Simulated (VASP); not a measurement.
# Cr (Fm-3m) in VASP: single point with PBEsol

Aim: the single point of Cr with PBEsol.

Everything below comes from runs of VASP 6.6.1. Logs are shortened: lines on timing, memory, paths and dates and some standing lists are left out, and cuts for length are marked.

## (1) The cell of the first run

Symmetry: Fm-3m, No. 225, cubic system. Conventional cell: a = 3.585 Å, b = 3.585 Å, c = 3.585 Å, α = 90.00°, β = 90.00°, γ = 90.00°. Within 3.3 Å of Cr (site symmetry m-3m) lie 12 Cr at 2.54 Å.

## (2) Single point, PBEsol

INCAR

```
PREC = Accurate
ENCUT = 520
EDIFF = 1E-6
ISMEAR = -1
SIGMA = 0.13605693000000002
LREAL = F
LASPH = T
NELM = 100
ALGO = Normal
ISIF = 2
LWAVE = F
LCHARG = F
GGA = PS
NBANDS = 12
```

KPOINTS

```
Automatic mesh
0
Gamma
  16 16 16
```

POSCAR

```
Cr
1.0
    0.0000000000      1.7925618986      1.7925618986
    1.7925618986      0.0000000000      1.7925618986
    1.7925618986      1.7925618986      0.0000000000
Cr
1
Direct
    0.0000000000      0.0000000000      0.0000000000
```

Potentials or basis: VASP PAW PBE potentials, release 64 (Cr_pv).

On the command line:

```bash
$ cat potpaw_PBE.64/Cr_pv/POTCAR > POTCAR
$ mpirun -np 1 vasp_std > vasp.out
```

OUTCAR:

```text
PREC = Accurate
   ENCUT = 520
   EDIFF = 1E-6
   ISMEAR = -1
   LREAL = F
   LASPH = T
   NELM = 100
   ISIF = 2
   GGA = PS

 ion  position               nearest neighbor table
   1  0.000  0.000  0.000-

  LATTYP: Found a face centered cubic cell.
 ALAT       =     3.5851237972

  Lattice vectors:

 A1 = (   0.0000000000,   1.7925618986,   1.7925618986)
 A2 = (   1.7925618986,   0.0000000000,   1.7925618986)
 A3 = (   1.7925618986,   1.7925618986,   0.0000000000)

Analysis of symmetry for initial positions (statically):
=====================================================================
 Subroutine PRICEL returns:
 Original cell was already a primitive cell.

 Routine SETGRP: Setting up the symmetry group for a
 face centered cubic supercell.

 Subroutine GETGRP returns: Found 48 space group operations
 (whereof 48 operations were pure point group operations)
 out of a pool of 48 trial point group operations.

The static configuration has the point symmetry O_h .

Analysis of symmetry for dynamics (positions and initial velocities):
=====================================================================
 Subroutine PRICEL returns:
 Original cell was already a primitive cell.

 Routine SETGRP: Setting up the symmetry group for a
 face centered cubic supercell.

 Subroutine GETGRP returns: Found 48 space group operations
 (whereof 48 operations were pure point group operations)
 out of a pool of 48 trial point group operations.

The dynamic configuration has the point symmetry O_h .

 Subroutine INISYM returns: Found 48 space group operations
 (whereof 48 operations are pure point group operations),
 and found     1 'primitive' translations

----------------------------------------------------------------------------------------

                                     Primitive cell

  volume of cell :      11.5200

  direct lattice vectors                    reciprocal lattice vectors
     0.000000000  1.792561899  1.792561899    -0.278930396  0.278930396  0.278930396
     1.792561899  0.000000000  1.792561899     0.278930396 -0.278930396  0.278930396
     1.792561899  1.792561899  0.000000000     0.278930396  0.278930396 -0.278930396

  length of vectors
     2.535065348  2.535065348  2.535065348     0.483121617  0.483121617  0.483121617

  position of ions in fractional coordinates (direct lattice)
     0.000000000  0.000000000  0.000000000

  ion indices of the primitive-cell ions
   primitive index   ion index
                 1           1

----------------------------------------------------------------------------------------

 KPOINTS: Automatic mesh

Automatic generation of k-mesh.
 Grid dimensions read from file:
 generate k-points for:   16   16   16

 Generating k-lattice:

  Cartesian coordinates                     Fractional coordinates (reciprocal lattice)
    -0.017433150  0.017433150  0.017433150     0.062500000  0.000000000  0.000000000
     0.017433150 -0.017433150  0.017433150     0.000000000  0.062500000  0.000000000
     0.017433150  0.017433150 -0.017433150     0.000000000  0.000000000  0.062500000

  Length of vectors
     0.030195101  0.030195101  0.030195101

  Shift w.r.t. Gamma in fractional coordinates (k-lattice)
     0.000000000  0.000000000  0.000000000

 Subroutine IBZKPT returns following result:
 ===========================================

 Found    145 irreducible k-points:

 Following reciprocal coordinates:
            Coordinates               Weight
  0.000000  0.000000  0.000000      1.000000
  0.062500  0.000000  0.000000      8.000000
  0.125000  0.000000  0.000000      8.000000
  0.187500  0.000000  0.000000      8.000000
  0.250000  0.000000  0.000000      8.000000
  0.312500  0.000000  0.000000      8.000000
[... 16 lines left out ...]
 -0.125000  0.062500  0.000000     24.000000
 -0.062500  0.062500  0.000000     12.000000
 [... further k-points ...]
   k-points           NKPTS =    145   k-points in BZ     NKDIM =    145   number of bands    NBANDS=     12
   number of dos      NEDOS =    301   number of ions     NIONS =      1
   total plane-waves  NPLWV =   8000
   dimension x,y,z NGX =    20 NGY =   20 NGZ =   20
   dimension x,y,z NGXF=    40 NGYF=   40 NGZF=   40
   ions per type =               1
   NGX,Y,Z   is equivalent  to a cutoff of  13.12, 13.12, 13.12 a.u.
   NGXF,Y,Z  is equivalent  to a cutoff of  26.23, 26.23, 26.23 a.u.
 SYSTEM =  unknown system
   PREC   = accura    normal or accurate (medium, high low for compatibility)
   ISTART =      0    job   : 0-new  1-cont  2-samecut
   ICHARG =      2    charge: 1-file 2-atom 10-const
   ISPIN  =      1    spin polarized calculation?
   LNONCOLLINEAR =      F non collinear calculations
   LSORBIT =      F    spin-orbit coupling
   LASPH  =      T    aspherical Exc in radial PAW
   ENCUT  =  520.0 eV  38.22 Ry    6.18 a.u.   4.71  4.71  4.71*2*pi/ulx,y,z
   NELM   =    100;   NELMIN=  2; NELMDL= -5     # of ELM steps
   EDIFF  = 0.1E-05   stopping-criterion for ELM
   LREAL  =      F    real-space projection
   EDIFFG = 0.1E-04   stopping-criterion for IOM
   NSW    =      0    number of steps for IOM
   IBRION =     -1    ionic relax: 0-MD 1-quasi-New 2-CG
   NFREE  =      0    steps in history (QN), initial steepest desc. (CG)
   ISIF   =      2    stress and relaxation
   ISYM   =      2    0-nonsym 1-usesym 2-fastsym
   POTIM  = 0.5000    time-step for ionic-motion
   TEBEG  =    0.0;   TEEND  =   0.0 temperature during run
   PSTRESS=    0.0 pullay stress
   NELECT =      12.0000    total number of electrons
   NUPDOWN=      -1.0000    fix difference up-down
   EMIN   =  10.00;   EMAX   =-10.00  energy-range for DOS
   EFERMI =   0.00;   METHOD = LEGACY
   ISMEAR =    -1;   SIGMA  =   0.14  broadening in eV -4-tet -1-fermi 0-gaus
   EFERMI_NEDOS =   21; number of points for ismear=-14 and -15
   IALGO  =     38    algorithm
   IMIX   =      4    mixing-type and parameters
     AMIX     =   0.40;   BMIX     =  1.00
     AMIX_MAG =   1.60;   BMIX_MAG =  1.00
  volume/ion in A,a.u.               =      11.52        77.74
  Fermi-wavevector in a.u.,A,eV,Ry     =   1.659527  3.136052 37.470868  2.754031
  Thomas-Fermi vector in A             =   2.746921
   LORBIT       =      0    0 simple, 1 ext, 2 COOP (PROOUT), +10 PAW based schemes
   GGA     = PS    functional components
   LHFCALC =     F    Hartree Fock is set to
   AEXX    =    0.0000 exact exchange contribution
   IVDW    =     0    specifies the selected vdW correction
   LEPSILON=     F    determine dielectric tensor
   LRPA    =     F    only Hartree local field effects (RPA)
 non-spin polarized calculation
  energy-cutoff  :      520.00
  volume of cell :       11.52
 maximum number of plane-waves:       331
   NGX =  9   NGY =  9   NGZ =  9

 number of electron      12.0000007 magnetization

 Free energy of the ion-electron system (eV)
  ---------------------------------------------------
  ext. energy  EPLUGINS =         0.00000000
  ---------------------------------------------------
  free energy    TOTEN  =        -9.88549375 eV

  energy without entropy =       -9.78404607  energy(sigma->0) =       -9.83476991

 E-fermi :  10.6195     XC(G=0): -13.8353

 val. band max:       10.6157385836   @ k =   0.3125   0.2500   0.0000
 cond. band min:      10.6243811843   @ k =   0.3750   0.3125   0.0625
 fundamental gap:      0.0086426007
 Fermi energy:        10.6194735671

 k-point     1 :       0.0000    0.0000    0.0000
  band No.  band energies     occupation
      1     -31.5581      2.00000
      2     -31.5581      2.00000
      3     -31.5581      2.00000
      4       2.9753      2.00000
      5      10.1567      1.93551
      6      10.1567      1.93551
      7      10.1567      1.93551
      8      11.9741      0.00009
      9      11.9741      0.00009
     10      18.1432      0.00000
     11      30.6038      0.00000
     12      36.3637      0.00000

 k-point     2 :       0.0625    0.0000    0.0000
  band No.  band energies     occupation
      1     -31.5954      2.00000
      2     -31.5627      2.00000
      3     -31.5627      2.00000
      4       3.1387      2.00000
      5      10.0772      1.96351
      6      10.2118      1.90483
      7      10.2118      1.90483
      8      11.9427      0.00012
      9      11.9427      0.00012
     10      18.1431      0.00000
     11      30.6762      0.00000
     12      35.0205      0.00000

 k-point     3 :       0.1250    0.0000    0.0000
  band No.  band energies     occupation
      1     -31.7010      2.00000
      2     -31.5758      2.00000
      3     -31.5758      2.00000
      4       3.6117      2.00000
      5       9.8700      1.99193
      6      10.3477      1.76105
      7      10.3477      1.76105
      8      11.8821      0.00019
      9      11.8821      0.00019
     10      18.1431      0.00000
     11      30.5994      0.00000
     12      32.9070      0.00000

 k-point     4 :       0.1875    0.0000    0.0000
  band No.  band energies     occupation
      1     -31.8571      2.00000
      2     -31.5955      2.00000
      3     -31.5955      2.00000
      4       4.3369      2.00000
      5       9.6232      1.99868
      6      10.4668      1.50875
      7      10.4668      1.50875
      8      11.8971      0.00017
      9      11.8971      0.00017
     10      18.1430      0.00000
     11      29.2120      0.00000
     12      31.8767      0.00000

 k-point     5 :       0.2500    0.0000    0.0000
  band No.  band energies     occupation
      1     -32.0384      2.00000
      2     -31.6185      2.00000
      3     -31.6185      2.00000
      4       5.1923      2.00000
      5       9.4808      1.99954
      6      10.4529      1.54559
      7      10.4529      1.54558
      8      12.1038      0.00004
      9      12.1038      0.00004
     10      18.1428      0.00000
     11      26.9439      0.00000
     12      31.4027      0.00000

 k-point     6 :       0.3125    0.0000    0.0000
  band No.  band energies     occupation
      1     -32.2167      2.00000
      2     -31.6415      2.00000
      3     -31.6415      2.00000
      4       5.9532      2.00000
      5       9.6527      1.99836
      6      10.3214      1.79884
      7      10.3214      1.79884
      8      12.4687      0.00000
      9      12.4687      0.00000
     10      18.1425      0.00000
     11      24.6471      0.00000
     12      30.7755      0.00000

 k-point     7 :       0.3750    0.0000    0.0000
  band No.  band energies     occupation
      1     -32.3657      2.00000
      2     -31.6609      2.00000
      3     -31.6609      2.00000
      4       6.3894      2.00000
      5      10.1661      1.93105
      6      10.1661      1.93105
      7      10.2813      1.84621
      8      12.8570      0.00000
      9      12.8570      0.00000
     10      18.1420      0.00000
     11      22.5614      0.00000
     12      30.1498      0.00000

 k-point     8 :       0.4375    0.0000    0.0000
  band No.  band energies     occupation
      1     -32.4642      2.00000
      2     -31.6738      2.00000
      3     -31.6738      2.00000
      4       6.5363      2.00000
      5      10.0518      1.96963
      6      10.0518      1.96963
      7      11.0983      0.05753
      8      13.1468      0.00000
      9      13.1468      0.00000
     10      18.1409      0.00000
     11      20.9689      0.00000
     12      29.7122      0.00000
[... 166 lines left out ...]
 k-point    20 :      -0.3125    0.0625    0.0000
  band No.  band energies     occupation
      1     -32.2656      2.00000
      2     -31.6860      2.00000
      3     -31.6406      2.00000
      4       6.2636      2.00000
      5       9.6671      1.99818
      6      10.1944      1.91578
      7      10.3387      1.77467
      8      12.3543      0.00001
      9      13.0227      0.00000
     10      18.1424      0.00000
     11      23.9833      0.00000
     12      30.3586      0.00000

 k-point    21 :      -0.2500    0.0625    0.0000
  band No.  band energies     occupation
      1     -32.1001      2.00000
      2     -31.6639      2.00000
      3     -31.6163      2.00000
      4       5.5946      2.00000
      5       9.3903      1.99976
      6      10.3673      1.72900
      7      10.5013      1.40893
      8      11.9234      0.00014
      9      12.5885      0.00000
     10      18.1427      0.00000
     11      26.2475      0.00000
     12      30.9158      0.00000

 k-point    22 :      -0.1875    0.0625    0.0000
  band No.  band energies     occupation
      1     -31.9236      2.00000
      2     -31.6375      2.00000
      3     -31.5932      2.00000
      4       4.7443      2.00000
      5       9.4690      1.99957
      6      10.4735      1.49028
      7      10.5689      1.18372
      8      11.6562      0.00098
      9      12.2393      0.00001
     10      18.1430      0.00000
     11      28.5721      0.00000
     12      31.3800      0.00000

 k-point    23 :      -0.1250    0.0625    0.0000
  band No.  band energies     occupation
      1     -31.7636      2.00000
      2     -31.6101      2.00000
      3     -31.5748      2.00000
      4       3.9647      2.00000
      5       9.7023      1.99764
      6      10.4435      1.56940
      7      10.4542      1.54228
      8      11.6624      0.00094
      9      12.0535      0.00005
     10      18.1431      0.00000
     11      30.4140      0.00000
     12      32.0455      0.00000

 k-point    24 :      -0.0625    0.0625    0.0000
  band No.  band energies     occupation
      1     -31.6478      2.00000
      2     -31.5838      2.00000
      3     -31.5641      2.00000
      4       3.4054      2.00000
      5       9.9383      1.98670
      6      10.2916      1.83518
      7      10.3182      1.80312
      8      11.8066      0.00032
      9      11.9919      0.00008
     10      18.1431      0.00000
     11      30.7461      0.00000
     12      33.7913      0.00000

 [... further k-points ...]
[... 5 lines left out ...]
  --------------------------------------------------------------------------------------
  -------------------------------------------------------------------------------------
  Total       -0.0785943     -0.0785943     -0.0785943      0.0000000     -0.0000000      0.0000000
  in kB      -10.9307337    -10.9307337    -10.9307337      0.0000000     -0.0000000      0.0000000
  external PRESSURE =     -10.9307337 kB  Pullay stress =       0.0000000 kB

 VOLUME and BASIS-vectors are now :
 -----------------------------------------------------------------------------
  energy-cutoff  :      520.00
  volume of cell :       11.52
      direct lattice vectors                 reciprocal lattice vectors
     0.000000000  1.792561899  1.792561899    -0.278930396  0.278930396  0.278930396
     1.792561899  0.000000000  1.792561899     0.278930396 -0.278930396  0.278930396
     1.792561899  1.792561899  0.000000000     0.278930396  0.278930396 -0.278930396

 POSITION                                       TOTAL-FORCE (eV/Angst)
 -----------------------------------------------------------------------------------
      0.00000      0.00000      0.00000         0.000000      0.000000      0.000000
 -----------------------------------------------------------------------------------
    total drift:                                0.000000     -0.000000      0.000000

  FREE ENERGIE OF THE ION-ELECTRON SYSTEM (eV)
  ---------------------------------------------------
  free  energy   TOTEN  =        -9.8854937469 eV

  energy  without entropy=       -9.7840460735  energy(sigma->0) =       -9.83476991
```

Run time: 25 s. Hardware: 1 thread of Intel Xeon 8259CL, shared host; peak memory 0.14 GiB.

What came out:

* Free energy: -9.8855 eV
* Pressure: -1.1 GPa
* Band gap on the k mesh: zero (band 6 reaches 13.20 eV, above the bottom of band 7 at 10.16 eV)

Caveat: the PAW data sets were made with another functional, which shifts forces and pressure a little; the run has no spin polarisation, though such a crystal can be magnetic. Spin polarisation is off, so any magnetic state and its effect on volume and gap are missing.
